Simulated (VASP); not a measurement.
A run of VASP 6.6.1 is set up as follows.

Contents of INCAR:

```
  ALGO = Normal
  EDIFF = 1E-7
  ENCUT = 520
  GGA = PE
  ISIF = 2
  ISMEAR = 0
  LASPH = True
  LCHARG = False
  LDAU = True
  LDAUJ = 0 0
  LDAUL = 2 -1
  LDAUPRINT = 1
  LDAUTYPE = 2
  LDAUU = 5.3 0
  LMAXMIX = 4
  LREAL = False
  LWAVE = False
  NBANDS = 22
  NELM = 150
  PREC = Accurate
  SIGMA = 0.02
```

Contents of KPOINTS:

```
k-points
0
Gamma
  10 10 6
```

The input POSCAR:

```
FeO
1.0
    3.0076528905      0.0000000000      0.0000000000
    1.5010296039      2.6461080413      0.0000000000
    0.1363342249      0.2312861887      5.1964379670
Fe O
2 2
Direct
    0.5000000000      0.5000000000      0.0000000000
    0.5000000000      0.5000000000      0.5000000000
    0.1637630000      0.1709330000      0.2557010000
    0.8362370000      0.8290670000      0.7442990000
```

Potentials or basis: VASP PAW PBE potentials, release 64 (Fe, O).

The run is started by

```console
$ cat potpaw_PBE.64/Fe/POTCAR potpaw_PBE.64/O/POTCAR > POTCAR
$ mpirun -np 1 vasp_std > vasp.out
```

Problem. What does it give for the largest force?

Solution. 0.317 eV/Å.

Problem. What does it give for the band gap on the k mesh?

Solution. 2.59 eV, direct.

Problem. Predict the pressure.

Solution. -19.4 GPa.

Stress tensor (GPa, compression positive):
```
-17.88   0.10  -1.87
  0.10 -19.96  -2.54
 -1.87  -2.54 -20.36
```

A k mesh can miss the band edges. Spin polarisation is off, so any magnetic state and its effect on volume and gap are missing.
